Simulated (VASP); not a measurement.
I:

```
I
1.0
     3.56083   -2.34613    0.00000
     3.56083    2.34613    0.00000
     0.00000    0.00000    9.59352
I
4
Direct
  0.64930 0.35070 0.38440
  0.14930 0.85070 0.11560
  0.35070 0.64930 0.61560
  0.85070 0.14930 0.88440
```

Base run:

```yaml
Program: VASP 6.6.1
Functional: PBE
Potentials_or_basis: VASP PAW PBE potentials, release 64 (I)
Cutoff: 520 eV
k_mesh: 7 × 7 × 3
Occupations: fermi-dirac, width 0.05 eV
Spin: no spin polarisation
```

Its results: band gap on the k mesh 1.47 eV, indirect (least direct gap 1.59 eV); pressure 3.8 GPa; largest force 1.452 eV/Å.

**Question.** The run is repeated on the same cell with these changes: functional from PBE to PBEsol. What comes out?

**Answer.** Band gap on the k mesh 1.41 eV, indirect (least direct gap 1.54 eV); pressure 1.9 GPa; largest force 1.370 eV/Å.

PBEsol binds more tightly than PBE, so the same cell stands under less pressure.

Caveats: spin-orbit coupling is left out, which moves the levels of the heavy elements; forces of over 1 eV/Å act on the atoms, so gaps and moduli don't describe the material at rest (some runs); the PAW data sets were made with another functional, which shifts forces and pressure a little (some runs).

A k mesh can miss the band edges.
